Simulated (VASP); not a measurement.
# Au (I4/mmm) in VASP: single point with PBEsol

Aim: the single point of Au with PBEsol.

Program: VASP 6.6.1. These are calculated values, not measurements. Logs are shortened: lines on timing, memory, paths and dates and some standing lists are left out, and cuts for length are marked.

### Step 1. The cell of the first run

The structure is tetragonal, space group I4/mmm (No. 139). The conventional cell has a = 2.798 Å, b = 2.798 Å, c = 4.362 Å, α = 90.00°, β = 90.00°, γ = 90.00°. Au (site symmetry 4/mmm) has 12 Au at 2.80 to 2.94 Å within 3.7 Å.

### Step 2. Single point, PBEsol

Input file INCAR:

```
SYSTEM = Au
ALGO = Normal
EDIFF = 1E-6
ENCUT = 500
GGA = PS
GGA_COMPAT = .FALSE.
ISIF = 2
ISMEAR = 0
LASPH = .TRUE.
LCHARG = .TRUE.
LELF = .TRUE.
LREAL = .FALSE.
LVHAR = .TRUE.
LWAVE = .FALSE.
NBANDS = 12
NELM = 120
PREC = Accurate
SIGMA = 0.1
```

Input file KPOINTS:

```
k-points
0
G
  8 8 8
  0 0 0
```

Input file POSCAR:

```
Au
1.0
   -1.3987882093      1.3987882093      2.1812319234
    1.3987882093     -1.3987882093      2.1812319234
    1.3987882093      1.3987882093     -2.1812319234
Au
1
Direct
    0.0000000000      0.0000000000      0.0000000000
```

Potentials or basis: VASP PAW PBE potentials, release 64 (Au).

Command:

```bash
> cat potpaw_PBE.64/Au/POTCAR > POTCAR
> mpirun -np 1 vasp_std > vasp.out
```

OUTCAR:

```text
SYSTEM = Au
   EDIFF = 1E-6
   ENCUT = 500
   GGA = PS
   ISIF = 2
   ISMEAR = 0
   LASPH = .TRUE.
   LREAL = .FALSE.
   NELM = 120
   PREC = Accurate

 ion  position               nearest neighbor table
   1  0.000  0.000  0.000-

  LATTYP: Found a body centered tetragonal cell.
 ALAT       =     2.7975764186
 C/A-ratio  =     1.5593725404

  Lattice vectors:

 A1 = (  -1.3987882093,   1.3987882093,   2.1812319234)
 A2 = (   1.3987882093,  -1.3987882093,   2.1812319234)
 A3 = (   1.3987882093,   1.3987882093,  -2.1812319234)

Analysis of symmetry for initial positions (statically):
=====================================================================
 Subroutine PRICEL returns:
 Original cell was already a primitive cell.

 Routine SETGRP: Setting up the symmetry group for a
 body centered tetragonal supercell.

 Subroutine GETGRP returns: Found 16 space group operations
 (whereof 16 operations were pure point group operations)
 out of a pool of 16 trial point group operations.

The static configuration has the point symmetry D_4h.

Analysis of symmetry for dynamics (positions and initial velocities):
=====================================================================
 Subroutine PRICEL returns:
 Original cell was already a primitive cell.

 Routine SETGRP: Setting up the symmetry group for a
 body centered tetragonal supercell.

 Subroutine GETGRP returns: Found 16 space group operations
 (whereof 16 operations were pure point group operations)
 out of a pool of 16 trial point group operations.

The dynamic configuration has the point symmetry D_4h.

 Subroutine INISYM returns: Found 16 space group operations
 (whereof 16 operations are pure point group operations),
 and found     1 'primitive' translations

----------------------------------------------------------------------------------------

                                     Primitive cell

  volume of cell :      17.0713

  direct lattice vectors                    reciprocal lattice vectors
    -1.398788209  1.398788209  2.181231923     0.000000000  0.357452255  0.229228261
     1.398788209 -1.398788209  2.181231923     0.357452255  0.000000000  0.229228261
     1.398788209  1.398788209 -2.181231923     0.357452255  0.357452255  0.000000000

  length of vectors
     2.944654413  2.944654413  2.944654413     0.424638329  0.424638329  0.505513827

  position of ions in fractional coordinates (direct lattice)
     0.000000000  0.000000000  0.000000000

  ion indices of the primitive-cell ions
   primitive index   ion index
                 1           1

----------------------------------------------------------------------------------------

 KPOINTS: k-points

Automatic generation of k-mesh.
 Grid dimensions read from file:
 generate k-points for:    8    8    8

 Generating k-lattice:

  Cartesian coordinates                     Fractional coordinates (reciprocal lattice)
     0.000000000  0.044681532  0.028653533     0.125000000  0.000000000  0.000000000
     0.044681532  0.000000000  0.028653533     0.000000000  0.125000000  0.000000000
     0.044681532  0.044681532  0.000000000     0.000000000  0.000000000  0.125000000

  Length of vectors
     0.053079791  0.053079791  0.063189228

  Shift w.r.t. Gamma in fractional coordinates (k-lattice)
     0.000000000  0.000000000  0.000000000

 Subroutine IBZKPT returns following result:
 ===========================================

 Found     59 irreducible k-points:

 Following reciprocal coordinates:
            Coordinates               Weight
  0.000000  0.000000  0.000000      1.000000
  0.125000  0.000000  0.000000      8.000000
  0.250000  0.000000  0.000000      8.000000
  0.375000  0.000000  0.000000      8.000000
  0.500000  0.000000  0.000000      4.000000
  0.125000  0.125000  0.000000      8.000000
[... 16 lines left out ...]
  0.250000  0.125000  0.125000     16.000000
  0.375000  0.125000  0.125000      8.000000
 [... further k-points ...]
   k-points           NKPTS =     59   k-points in BZ     NKDIM =     59   number of bands    NBANDS=     12
   number of dos      NEDOS =    301   number of ions     NIONS =      1
   total plane-waves  NPLWV =  13824
   dimension x,y,z NGX =    24 NGY =   24 NGZ =   24
   dimension x,y,z NGXF=    48 NGYF=   48 NGZF=   48
   ions per type =               1
   NGX,Y,Z   is equivalent  to a cutoff of  13.55, 13.55, 13.55 a.u.
   NGXF,Y,Z  is equivalent  to a cutoff of  27.10, 27.10, 27.10 a.u.
 SYSTEM =  Au
   PREC   = accura    normal or accurate (medium, high low for compatibility)
   ISTART =      0    job   : 0-new  1-cont  2-samecut
   ICHARG =      2    charge: 1-file 2-atom 10-const
   ISPIN  =      1    spin polarized calculation?
   LNONCOLLINEAR =      F non collinear calculations
   LSORBIT =      F    spin-orbit coupling
   LASPH  =      T    aspherical Exc in radial PAW
   ENCUT  =  500.0 eV  36.75 Ry    6.06 a.u.   5.37  5.37  5.37*2*pi/ulx,y,z
   NELM   =    120;   NELMIN=  2; NELMDL= -5     # of ELM steps
   EDIFF  = 0.1E-05   stopping-criterion for ELM
   LREAL  =      F    real-space projection
   EDIFFG = 0.1E-04   stopping-criterion for IOM
   NSW    =      0    number of steps for IOM
   IBRION =     -1    ionic relax: 0-MD 1-quasi-New 2-CG
   NFREE  =      0    steps in history (QN), initial steepest desc. (CG)
   ISIF   =      2    stress and relaxation
   ISYM   =      2    0-nonsym 1-usesym 2-fastsym
   POTIM  = 0.5000    time-step for ionic-motion
   TEBEG  =    0.0;   TEEND  =   0.0 temperature during run
   PSTRESS=    0.0 pullay stress
   NELECT =      11.0000    total number of electrons
   NUPDOWN=      -1.0000    fix difference up-down
   EMIN   =  10.00;   EMAX   =-10.00  energy-range for DOS
   EFERMI =   0.00;   METHOD = LEGACY
   ISMEAR =     0;   SIGMA  =   0.10  broadening in eV -4-tet -1-fermi 0-gaus
   EFERMI_NEDOS =   21; number of points for ismear=-14 and -15
   IALGO  =     38    algorithm
   IMIX   =      4    mixing-type and parameters
     AMIX     =   0.40;   BMIX     =  1.00
     AMIX_MAG =   1.60;   BMIX_MAG =  1.00
  volume/ion in A,a.u.               =      17.07       115.20
  Fermi-wavevector in a.u.,A,eV,Ry     =   1.414003  2.672079 27.203567  1.999406
  Thomas-Fermi vector in A             =   2.535591
   LORBIT       =      0    0 simple, 1 ext, 2 COOP (PROOUT), +10 PAW based schemes
   GGA     = PS    functional components
   LHFCALC =     F    Hartree Fock is set to
   AEXX    =    0.0000 exact exchange contribution
   IVDW    =     0    specifies the selected vdW correction
   LEPSILON=     F    determine dielectric tensor
   LRPA    =     F    only Hartree local field effects (RPA)
 non-spin polarized calculation
 Gauss-broadening in eV      SIGMA  =   0.10
  energy-cutoff  :      500.00
  volume of cell :       17.07
 maximum number of plane-waves:       445
 NGX is ok and might be reduce to    24
   NGX = 11   NGY = 11   NGZ = 11

 number of electron      10.9999999 magnetization

 Free energy of the ion-electron system (eV)
  ---------------------------------------------------
  ext. energy  EPLUGINS =         0.00000000
  ---------------------------------------------------
  free energy    TOTEN  =        -3.89446908 eV

  energy without entropy =       -3.89208102  energy(sigma->0) =       -3.89327505

 E-fermi :   9.2784     XC(G=0): -12.8729

 val. band max:        9.2263289110   @ k =  -0.1250   0.3750   0.1250
 cond. band min:       9.2870069446   @ k =   0.5000   0.2500   0.1250
 fundamental gap:      0.0606780336
 Fermi energy:         9.2783548251

 k-point     1 :       0.0000    0.0000    0.0000
  band No.  band energies     occupation
      1      -0.6506      2.00000
      2       3.9658      2.00000
      3       4.9261      2.00000
      4       4.9261      2.00000
      5       5.5625      2.00000
      6       6.5547      2.00000
      7      23.8983      0.00000
      8      26.6785      0.00000
      9      28.2737      0.00000
     10      28.2737      0.00000
     11      32.7424      0.00000
     12      35.7145      0.00000

 k-point     2 :       0.1250    0.0000    0.0000
  band No.  band energies     occupation
      1      -0.1173      2.00000
      2       4.0735      2.00000
      3       4.7975      2.00000
      4       5.0903      2.00000
      5       5.6001      2.00000
      6       6.4242      2.00000
      7      24.3076      0.00000
      8      25.2234      0.00000
      9      27.7555      0.00000
     10      28.8853      0.00000
     11      31.7698      0.00000
     12      34.6245      0.00000

 k-point     3 :       0.2500    0.0000    0.0000
  band No.  band energies     occupation
      1       1.1602      2.00000
      2       4.3462      2.00000
      3       4.5401      2.00000
      4       5.2703      2.00000
      5       6.1107      2.00000
      6       6.3963      2.00000
      7      20.4334      0.00000
      8      24.6783      0.00000
      9      28.7399      0.00000
     10      29.6728      0.00000
     11      30.1262      0.00000
     12      31.8951      0.00000
[... 286 lines left out ...]
 k-point    23 :       0.2500    0.1250    0.1250
  band No.  band energies     occupation
      1       2.9842      2.00000
      2       4.0739      2.00000
      3       4.4692      2.00000
      4       5.4684      2.00000
      5       6.8677      2.00000
      6       8.9188      2.00000
      7      16.4974      0.00000
      8      21.5727      0.00000
      9      24.4780      0.00000
     10      26.5055      0.00000
     11      31.0616      0.00000
     12      33.5290      0.00000

 k-point    24 :       0.3750    0.1250    0.1250
  band No.  band energies     occupation
      1       2.9949      2.00000
      2       3.9223      2.00000
      3       5.0060      2.00000
      4       5.2978      2.00000
      5       7.2461      2.00000
      6      11.8447      0.00000
      7      12.4501      0.00000
      8      22.2134      0.00000
      9      22.9349      0.00000
     10      25.5448      0.00000
     11      31.9869      0.00000
     12      36.0479      0.00000

 [... further k-points ...]
[... 5 lines left out ...]
  --------------------------------------------------------------------------------------
  -------------------------------------------------------------------------------------
  Total       -0.0036474     -0.0036474      0.0054396      0.0000000     -0.0000000      0.0000000
  in kB       -0.3423140     -0.3423140      0.5105166      0.0000000     -0.0000000      0.0000000
  external PRESSURE =      -0.0580372 kB  Pullay stress =       0.0000000 kB

 VOLUME and BASIS-vectors are now :
 -----------------------------------------------------------------------------
  energy-cutoff  :      500.00
  volume of cell :       17.07
      direct lattice vectors                 reciprocal lattice vectors
    -1.398788209  1.398788209  2.181231923     0.000000000  0.357452255  0.229228261
     1.398788209 -1.398788209  2.181231923     0.357452255  0.000000000  0.229228261
     1.398788209  1.398788209 -2.181231923     0.357452255  0.357452255  0.000000000

 POSITION                                       TOTAL-FORCE (eV/Angst)
 -----------------------------------------------------------------------------------
      0.00000      0.00000      0.00000        -0.000000      0.000000      0.000000
 -----------------------------------------------------------------------------------
    total drift:                                0.000000      0.000000     -0.000000

  FREE ENERGIE OF THE ION-ELECTRON SYSTEM (eV)
  ---------------------------------------------------
  free  energy   TOTEN  =        -3.8944690757 eV

  energy  without entropy=       -3.8920810246  energy(sigma->0) =       -3.89327505
```

Wall time 9.5 s (1 thread of Intel Xeon 6975P-C (Granite Rapids), shared host); peak memory 0.14 GiB.

Results:

* Free energy: -3.8945 eV
* Pressure: 0.0 GPa
* Band gap on the k mesh: zero (an odd number of electrons rules out a gap without spin polarisation)

Levels at points of the mesh, in eV from the Fermi level:
| k point | band 2 | band 3 | band 4 | band 5 | band 6 | band 7 | band 8 | band 9 | band 10 | band 11 |
| --- | --- | --- | --- | --- | --- | --- | --- | --- | --- | --- |
| (0.00, 0.00, 0.00) | -5.31 | -4.35 | -4.35 | -3.72 | -2.72 | 14.62 | 17.40 | 19.00 | 19.00 | 23.46 |
| (0.50, 0.00, 0.00) | -5.15 | -4.33 | -2.16 | -1.82 | -1.02 | 3.07 | 13.39 | 16.62 | 18.20 | 23.25 |
| (0.50, 0.50, 0.00) | -6.69 | -2.11 | -2.04 | -1.29 | 1.52 | 6.52 | 9.37 | 9.49 | 16.81 | 19.26 |
| (0.50, 0.50, 0.50) | -6.84 | -1.96 | -1.71 | -1.71 | -0.08 | 4.25 | 11.11 | 11.11 | 18.17 | 20.72 |

Caveat: the PAW data sets were made with another functional, which shifts forces and pressure a little; spin-orbit coupling is left out, which moves the levels of the heavy elements.
